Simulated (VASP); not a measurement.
The system is BeCr3.

```
CELL_PARAMETERS angstrom
3.51121 0.00000 0.00000
0.00000 3.51121 0.00000
0.00000 0.00000 3.51121
ATOMIC_POSITIONS crystal
Cr 0.50000 0.50000 0.00000
Cr 0.50000 0.00000 0.50000
Cr 0.00000 0.50000 0.50000
Be 0.00000 0.00000 0.00000
```

Base run:

```yaml
Program: VASP 6.6.1
Functional: PBE
Potentials_or_basis: VASP PAW PBE potentials, release 64 (Cr_pv, Be)
Cutoff: 520 eV
k_mesh: 6 × 6 × 6
Occupations: fermi-dirac, width 0.05 eV
Spin: collinear spin, ferromagnetic start
Starting_moments: "[0.733333, 0.733333, 0.733333, 0.0] μB"
Fixed_moment: 2.2 μB
```

Its results: pressure 2.7 GPa; site moments Cr +0.69; Be -0.00 μB.

**Question.** The run is repeated on the same cell with these changes: fixed moment from 2.2 μB to 18 μB; moments at the start from [0.73, 0.73, 0.73, 0.0] to [6.0, 6.0, 6.0, 0.0]. What comes out?

**Answer.** Pressure 149.0 GPa; site moments Cr +4.96; Be +0.82 μB.

Caveats: the total moment is fixed, so each spin has its own Fermi level.
